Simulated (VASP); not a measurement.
# Nd3Si2I (P-3m1) in VASP: further runs

Runs on Nd3Si2I. Level: PBE. Tasks: relaxation of cell and atoms, relaxation of shape and atoms at fixed volume.

Program: VASP 6.6.1. These are calculated values, not measurements. Logs are shortened: lines on timing, memory, paths and dates and some standing lists are left out, and cuts for length are marked.

## 1. The cell of the first run

It takes space group P-3m1 (No. 164, trigonal). The conventional cell has a = 4.310 Å, b = 4.310 Å, c = 11.248 Å, α = 90.00°, β = 90.00°, γ = 120.00°. Within 3.8 Å of Nd (site symmetry 3m) lie 3 Si at 2.90 Å and 3 I at 3.43 Å. Within 4.4 Å of Nd (site symmetry -3m) lie 6 Si at 3.06 Å and 12 Nd at 4.11 to 4.31 Å. Within 3.8 Å of Si (site symmetry 3m) lie 6 Nd at 2.90 to 3.06 Å. Within 4.6 Å of I (site symmetry -3m) lie 6 Nd at 3.43 Å and 6 I at 4.31 Å and 6 Si at 4.58 Å.

The cell was generated, and may not be a known phase.

## 2. Relaxation of cell and atoms, PBE

Contents of INCAR:

```
PREC = Accurate
ENCUT = 500
EDIFF = 1E-7
ISMEAR = 0
SIGMA = 0.1
LREAL = False
LASPH = True
NELM = 200
ALGO = Normal
ISIF = 3
LWAVE = False
LCHARG = False
GGA = PE
IBRION = 2
NSW = 100
EDIFFG = -0.01
GGA_COMPAT = False
NELMIN = 4
LMAXMIX = 6
```

Contents of KPOINTS:

```
regular mesh
0
Gamma
  12 12 4
```

Contents of POSCAR:

```
Nd3Si2I
1.0
    4.3103942457      0.0000000000      0.0000000000
   -2.1551971229      3.7329109171      0.0000000000
    0.0000000000      0.0000000000     11.2482526773
Nd Si I
3 2 1
Direct
    0.3333333333      0.6666666667      0.2094013680
    0.0000000000      0.0000000000      0.5000000000
    0.6666666667      0.3333333333      0.7905986320
    0.3333333333      0.6666666667      0.6577796018
    0.6666666667      0.3333333333      0.3422203982
    0.0000000000      0.0000000000      0.0000000000
```

Potentials or basis: VASP PAW PBE potentials, release 64 (Nd_3, Si, I), 4f in core.

Command:

```sh
$ cat potpaw_PBE.64/Nd_3/POTCAR potpaw_PBE.64/Si/POTCAR potpaw_PBE.64/I/POTCAR > POTCAR
$ mpirun -np 1 vasp_std > vasp.out
```

OUTCAR:

```text
PREC = Accurate
   ENCUT = 500
   EDIFF = 1E-7
   ISMEAR = 0
   LREAL = False
   LASPH = True
   NELM = 200
   ISIF = 3
   GGA = PE
   IBRION = 2
   NSW = 100
   EDIFFG = -0.01
   NELMIN = 4

 ion  position               nearest neighbor table
   1  0.333  0.667  0.209-   5 2.90   5 2.90   5 2.90   6 3.43   6 3.43   6 3.43
   2  0.000  0.000  0.500-   4 3.06   5 3.06   5 3.06   4 3.06   5 3.06   4 3.06
   3  0.667  0.333  0.791-   4 2.90   4 2.90   4 2.90   6 3.43   6 3.43   6 3.43
   4  0.333  0.667  0.658-   3 2.90   3 2.90   3 2.90   2 3.06   2 3.06   2 3.06
   5  0.667  0.333  0.342-   1 2.90   1 2.90   1 2.90   2 3.06   2 3.06   2 3.06
   6  0.000  0.000  0.000-   1 3.43   3 3.43   3 3.43   1 3.43   3 3.43   1 3.43

  LATTYP: Found a hexagonal cell.
 ALAT       =     4.3103942457
 C/A-ratio  =     2.6095647025

  Lattice vectors:

 A1 = (   4.3103942457,   0.0000000000,   0.0000000000)
 A2 = (  -2.1551971229,   3.7329109171,   0.0000000000)
 A3 = (   0.0000000000,   0.0000000000,  11.2482526773)

Analysis of symmetry for initial positions (statically):
=====================================================================
 Subroutine PRICEL returns:
 Original cell was already a primitive cell.

 Routine SETGRP: Setting up the symmetry group for a
 hexagonal supercell.

 Subroutine GETGRP returns: Found 12 space group operations
 (whereof 12 operations were pure point group operations)
 out of a pool of 24 trial point group operations.

The static configuration has the point symmetry D_3d.

Analysis of symmetry for dynamics (positions and initial velocities):
=====================================================================
 Subroutine PRICEL returns:
 Original cell was already a primitive cell.

 Routine SETGRP: Setting up the symmetry group for a
 hexagonal supercell.

 Subroutine GETGRP returns: Found 12 space group operations
 (whereof 12 operations were pure point group operations)
 out of a pool of 24 trial point group operations.

The dynamic configuration has the point symmetry D_3d.

 Subroutine INISYM returns: Found 12 space group operations
 (whereof 12 operations are pure point group operations),
 and found     1 'primitive' translations

----------------------------------------------------------------------------------------

                                     Primitive cell

  volume of cell :     180.9880

  direct lattice vectors                    reciprocal lattice vectors
     4.310394246  0.000000000  0.000000000     0.231997340  0.133943727  0.000000000
    -2.155197123  3.732910917  0.000000000     0.000000000  0.267887454  0.000000000
     0.000000000  0.000000000 11.248252677     0.000000000  0.000000000  0.088902697

  length of vectors
     4.310394246  4.310394246 11.248252677     0.267887454  0.267887454  0.088902697

  position of ions in fractional coordinates (direct lattice)
     0.333333333  0.666666667  0.209401368
     0.000000000  0.000000000  0.500000000
     0.666666667  0.333333333  0.790598632
     0.333333333  0.666666667  0.657779602
     0.666666667  0.333333333  0.342220398
     0.000000000  0.000000000  0.000000000

  ion indices of the primitive-cell ions
   primitive index   ion index
                 1           1
                 2           2
                 3           3
                 4           4
                 5           5
                 6           6

----------------------------------------------------------------------------------------

 KPOINTS: regular mesh

Automatic generation of k-mesh.
 Grid dimensions read from file:
 generate k-points for:   12   12    4

 Generating k-lattice:

  Cartesian coordinates                     Fractional coordinates (reciprocal lattice)
     0.019333112  0.011161977  0.000000000     0.083333333  0.000000000  0.000000000
     0.000000000  0.022323954  0.000000000     0.000000000  0.083333333  0.000000000
     0.000000000  0.000000000  0.022225674     0.000000000  0.000000000  0.250000000

  Length of vectors
     0.022323954  0.022323954  0.022225674

  Shift w.r.t. Gamma in fractional coordinates (k-lattice)
     0.000000000  0.000000000  0.000000000

 Subroutine IBZKPT returns following result:
 ===========================================

 Found     69 irreducible k-points:

 Following reciprocal coordinates:
            Coordinates               Weight
  0.000000  0.000000  0.000000      1.000000
  0.083333  0.000000  0.000000      6.000000
  0.166667  0.000000  0.000000      6.000000
  0.250000  0.000000  0.000000      6.000000
  0.333333  0.000000  0.000000      6.000000
  0.416667  0.000000  0.000000      6.000000
[... 16 lines left out ...]
  0.166667  0.000000  0.250000      6.000000
  0.000000  0.166667  0.250000      6.000000
 [... further k-points ...]
   k-points           NKPTS =     69   k-points in BZ     NKDIM =     69   number of bands    NBANDS=     28
   number of dos      NEDOS =    301   number of ions     NIONS =      6
   total plane-waves  NPLWV =  86016
   dimension x,y,z NGX =    32 NGY =   32 NGZ =   84
   dimension x,y,z NGXF=    64 NGYF=   64 NGZF=  168
   ions per type =               3   2   1
   NGX,Y,Z   is equivalent  to a cutoff of  12.34, 12.34, 12.41 a.u.
   NGXF,Y,Z  is equivalent  to a cutoff of  24.68, 24.68, 24.83 a.u.
 SYSTEM =  unknown system
   PREC   = accura    normal or accurate (medium, high low for compatibility)
   ISTART =      0    job   : 0-new  1-cont  2-samecut
   ICHARG =      2    charge: 1-file 2-atom 10-const
   ISPIN  =      1    spin polarized calculation?
   LNONCOLLINEAR =      F non collinear calculations
   LSORBIT =      F    spin-orbit coupling
   LASPH  =      T    aspherical Exc in radial PAW
   ENCUT  =  500.0 eV  36.75 Ry    6.06 a.u.   7.86  7.86 20.51*2*pi/ulx,y,z
   NELM   =    200;   NELMIN=  4; NELMDL= -5     # of ELM steps
   EDIFF  = 0.1E-06   stopping-criterion for ELM
   LREAL  =      F    real-space projection
   EDIFFG = -.1E-01   stopping-criterion for IOM
   NSW    =    100    number of steps for IOM
   IBRION =      2    ionic relax: 0-MD 1-quasi-New 2-CG
   NFREE  =      1    steps in history (QN), initial steepest desc. (CG)
   ISIF   =      3    stress and relaxation
   ISYM   =      2    0-nonsym 1-usesym 2-fastsym
   POTIM  = 0.5000    time-step for ionic-motion
   TEBEG  =    0.0;   TEEND  =   0.0 temperature during run
   PSTRESS=    0.0 pullay stress
   NELECT =      48.0000    total number of electrons
   NUPDOWN=      -1.0000    fix difference up-down
   EMIN   =  10.00;   EMAX   =-10.00  energy-range for DOS
   EFERMI =   0.00;   METHOD = LEGACY
   ISMEAR =     0;   SIGMA  =   0.10  broadening in eV -4-tet -1-fermi 0-gaus
   EFERMI_NEDOS =   21; number of points for ismear=-14 and -15
   IALGO  =     38    algorithm
   IMIX   =      4    mixing-type and parameters
     AMIX     =   0.40;   BMIX     =  1.00
     AMIX_MAG =   1.60;   BMIX_MAG =  1.00
  volume/ion in A,a.u.               =      30.16       203.56
  Fermi-wavevector in a.u.,A,eV,Ry     =   1.051813  1.987639 15.052280  1.106311
  Thomas-Fermi vector in A             =   2.186871
   LORBIT       =      0    0 simple, 1 ext, 2 COOP (PROOUT), +10 PAW based schemes
   GGA     = PE    functional components
   LHFCALC =     F    Hartree Fock is set to
   AEXX    =    0.0000 exact exchange contribution
   IVDW    =     0    specifies the selected vdW correction
   LEPSILON=     F    determine dielectric tensor
   LRPA    =     F    only Hartree local field effects (RPA)
 conjugate gradient relaxation of ions
 non-spin polarized calculation
 Gauss-broadening in eV      SIGMA  =   0.10
  energy-cutoff  :      500.00
  volume of cell :      180.99
 maximum number of plane-waves:      4650
   NGX = 15   NGY = 15   NGZ = 41

--------------------------------------- Ionic step        1  -------------------------------------------

 number of electron      47.9999999 magnetization

 Free energy of the ion-electron system (eV)
  ---------------------------------------------------
  ext. energy  EPLUGINS =         0.00000000
  ---------------------------------------------------
  free energy    TOTEN  =       -31.39627774 eV

  energy without entropy =      -31.38686926  energy(sigma->0) =      -31.39157350

------------------------ aborting loop because EDIFF is reached ----------------------------------------

  FORCE on cell =-STRESS in cart. coord.  units (eV):
  Direction    XX          YY          ZZ          XY          YZ          ZX
  --------------------------------------------------------------------------------------
  -------------------------------------------------------------------------------------
  Total        0.2185402      0.2185402      0.1686818     -0.0000000      0.0000000      0.0000000
  in kB        1.9346045      1.9346045      1.4932381     -0.0000000      0.0000000      0.0000000
  external PRESSURE =       1.7874823 kB  Pullay stress =       0.0000000 kB
[... 65 lines left out ...]
  energy  without entropy=      -31.3870090714  energy(sigma->0) =      -31.39176392

--------------------------------------- Ionic step        3  -------------------------------------------

 number of electron      47.9999999 magnetization

 Free energy of the ion-electron system (eV)
  ---------------------------------------------------
  ext. energy  EPLUGINS =         0.00000000
  ---------------------------------------------------
  free energy    TOTEN  =       -31.39662237 eV

  energy without entropy =      -31.38714874  energy(sigma->0) =      -31.39188555

 E-fermi :   4.1896     XC(G=0):  -9.4297

 val. band max:        4.1746811390   @ k =   0.0000   0.1667   0.2500
 cond. band min:       4.1965049985   @ k =   0.0000   0.0833   0.2500
 fundamental gap:      0.0218238595
 Fermi energy:         4.1896301398

 k-point     1 :       0.0000    0.0000    0.0000
  band No.  band energies     occupation
      1     -33.7037      2.00000
      2     -33.7030      2.00000
      3     -32.8667      2.00000
      4     -15.0074      2.00000
      5     -14.9683      2.00000
      6     -14.7446      2.00000
[... 733 lines left out ...]
     27       5.8158      0.00000
     28       5.8838      0.00000

 [... further k-points ...]

------------------------ aborting loop because EDIFF is reached ----------------------------------------

  FORCE on cell =-STRESS in cart. coord.  units (eV):
  Direction    XX          YY          ZZ          XY          YZ          ZX
  --------------------------------------------------------------------------------------
  -------------------------------------------------------------------------------------
  Total        0.0146711      0.0146711     -0.0307686     -0.0000000      0.0000000     -0.0000000
  in kB        0.1294681      0.1294681     -0.2715246     -0.0000000      0.0000000     -0.0000000
  external PRESSURE =      -0.0041962 kB  Pullay stress =       0.0000000 kB
[... 21 lines left out ...]
  FREE ENERGIE OF THE ION-ELECTRON SYSTEM (eV)
  ---------------------------------------------------
  free  energy   TOTEN  =       -31.3966223728 eV

  energy  without entropy=      -31.3871487356  energy(sigma->0) =      -31.39188555

 reached required accuracy - stopping structural energy minimisation
```

It took 6.4 min on 1 thread of Intel Xeon 6975P-C (Granite Rapids), shared host; peak memory 0.51 GiB.

Results:

```yaml
Free_energy: -31.3966 eV
Relaxed_volume: 30.26 Å³/atom
Relaxed_cell: a = 4.315 Å, b = 4.315 Å, c = 11.258 Å, α = 90.00°, β = 90.00°, γ = 120.00°
Space_group_after_relaxing_to_0.1_Å: P-3m1 (No. 164)
Energy_gained_by_relaxing: 0.1 meV/atom
Ionic_steps: 3
Pressure_after_relaxing: 0.0 GPa
Largest_force_after_relaxing: 0.009 eV/Å
Band_gap_on_the_k_mesh: zero (bands 24 and 25 overlap by 0.21 eV)
```

Forces in eV/Å, atoms in the order of the input:
```
Nd   0.000  0.000 -0.002
Nd   0.000  0.000  0.000
Nd   0.000  0.000  0.002
Si   0.000  0.000  0.009
Si   0.000  0.000 -0.009
I    0.000  0.000  0.000
```

The path:
```csv
step,energy change (eV),largest force (eV/Å),pressure (GPa),volume (Å³)
1,0.0000,0.0290,0.18,180.99
2,-0.0002,0.0165,-0.10,181.87
3,-0.0003,0.0093,0.00,181.56
```

Final structure:
```yaml
crystal:
  lattice:
    - [4.31527, 0.00000, 0.00000]
    - [-2.15763, 3.73713, 0.00000]
    - [0.00000, 0.00000, 11.25806]
  atoms:
    - { symbol: Nd, position: [0.33333, 0.66667, 0.20932] }
    - { symbol: Nd, position: [0.00000, 0.00000, 0.50000] }
    - { symbol: Nd, position: [0.66667, 0.33333, 0.79068] }
    - { symbol: Si, position: [0.33333, 0.66667, 0.65777] }
    - { symbol: Si, position: [0.66667, 0.33333, 0.34223] }
    - { symbol: I, position: [0.00000, 0.00000, 0.00000] }
```

Caveat: spin-orbit coupling is left out, which moves the levels of the heavy elements; the 4f electrons are frozen in the core, so they carry no moment and show no levels; the run has no spin polarisation, though such a crystal can be magnetic.

[end of part 1 of 2]

The gap in the log of VASP goes by the Fermi energy; the results here count the filled bands.